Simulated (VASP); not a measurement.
Set up this calculation in VASP 6.6.1, as the native input.

| Item | Value |
| --- | --- |
| Task | single point |
| Functional | PBE |
| Potentials or basis | VASP PAW PBE potentials, release 64 (Bi_d, O) |
| Cutoff | 600 eV |
| k mesh | 4 × 4 × 4 |
| Occupations | gaussian, width 0.2 eV |
| Spin | no spin polarisation |
| Dipole correction | no |
| Further INCAR settings | ALGO = Normal; EDIFF = 1e-06; NBANDS = 32 |

The structure of BiO5 lies in POSCAR:

```
BiO5
1.0
    4.9239396873      0.0000000000      0.0000000000
    0.0000000000      4.9239396873      0.0000000000
    0.0000000000      0.0000000000      3.5574180133
Bi O
1 5
Direct
    0.5000000000      0.5000000000      0.7451203013
    0.3635369436      0.0000000000      0.7443608629
    0.6364630564      0.0000000000      0.7443608629
    0.0000000000      0.3635369436      0.7443608629
    0.0000000000      0.6364630564      0.7443608629
    0.0000000000      0.0000000000      0.2426703670
```

The cell was built from a structure type or drawn by symmetry, and may not be a known phase.

One way to write it, as run:

INCAR

```
  ALGO = Normal
  EDIFF = 1E-6
  ENCUT = 600
  GGA = PE
  GGA_COMPAT = False
  ISIF = 2
  ISMEAR = 0
  LASPH = True
  LCHARG = False
  LREAL = False
  LWAVE = False
  NBANDS = 32
  NELM = 120
  PREC = Accurate
  SIGMA = 0.2
```

KPOINTS

```
k-points
0
Gamma
  4 4 4
```

Potentials or basis: VASP PAW PBE potentials, release 64 (Bi_d, O).

The run is started by

```bash
$ cat potpaw_PBE.64/Bi_d/POTCAR potpaw_PBE.64/O/POTCAR > POTCAR
$ mpirun -np 1 vasp_std > vasp.out
```

Results of the run:

```yaml
Pressure: 0.5 GPa
Largest_force: 0.447 eV/Å
Band_gap_on_the_k_mesh: zero (an odd number of electrons rules out a gap without spin polarisation)
```

Caveat: the k points lie up to 0.44 Å⁻¹ apart, too coarse for converged energies and pressures of a metal; spin-orbit coupling is left out, which moves the levels of the heavy elements; an odd number of electrons without spin polarisation forces a metal; a magnetic or distorted state may lie lower.

Run time: 28 s on 1 thread of Intel(R) Xeon(R) 6975P-C (Granite Rapids) (shared host), peak memory 0.22 GiB.
